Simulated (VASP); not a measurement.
Al2O3:

```
CELL_PARAMETERS angstrom
2.40251 1.38709 4.37208
-2.40251 1.38709 4.37208
0.00000 -2.77418 4.37208
ATOMIC_POSITIONS crystal
Al 0.64790 0.64790 0.64790
Al 0.85210 0.85210 0.85210
Al 0.14790 0.14790 0.14790
Al 0.35210 0.35210 0.35210
O 0.44385 0.05615 0.75000
O 0.94385 0.25000 0.55615
O 0.05615 0.75000 0.44385
O 0.75000 0.44385 0.05615
O 0.25000 0.55615 0.94385
O 0.55615 0.94385 0.25000
```

Base run:

* Program: VASP 6.6.1
* Functional: PBE
* Potentials or basis: VASP PAW PBE potentials, release 64 (Al, O)
* Cutoff: 520 eV
* k mesh: 8 × 8 × 8
* Occupations: fermi-dirac, width 0.02 eV
* Spin: no spin polarisation

Its results: band gap on the k mesh 5.88 eV; pressure 0.3 GPa; largest force 0.013 eV/Å.

Question: The run is repeated on the same cell with these changes: functional from PBE to LDA; potentials or basis from VASP PAW PBE potentials, release 64 (Al, O) to VASP PAW LDA potentials, release 64 (Al, O). What comes out?

Answer: Band gap on the k mesh 5.83 eV; pressure -10.9 GPa; largest force 0.093 eV/Å.

Caveats: the cell stands under tension (at least some runs).

A k mesh can miss the band edges.
